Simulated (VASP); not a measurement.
The system is GaN.

```
CELL_PARAMETERS angstrom
2.98064 0.00000 0.00000
-1.49032 2.58131 0.00000
0.00000 0.00000 2.68337
ATOMIC_POSITIONS crystal
Ga 0.66667 0.33333 0.50000
N 0.00000 0.00000 0.00000
```

Base run:

```yaml
Program: VASP 6.6.1
Functional: PBEsol
Potentials_or_basis: VASP PAW PBE potentials, release 64 (Ga_d, N)
Cutoff: 520 eV
k_mesh: 7 × 7 × 7
Occupations: fermi-dirac, width 0.05 eV
Spin: non-collinear spin, zero start, spin-orbit coupling
Starting_moments: "[[0.0, 0.0, 0.0], [0.0, 0.0, 0.0]] μB"
```

Its results: pressure -5.7 GPa; net moment 0.00 μB per cell.

The run is repeated on the same cell with these changes: functional from PBEsol to LDA; potentials or basis from VASP PAW PBE potentials, release 64 (Ga_d, N) to VASP PAW LDA potentials, release 64 (Ga_d, N). What comes out?

Pressure -10.5 GPa; net moment 0.00 μB per cell.

Caveats: the cell stands under tension; the PAW data sets were made with another functional, which shifts forces and pressure a little (at least some runs).
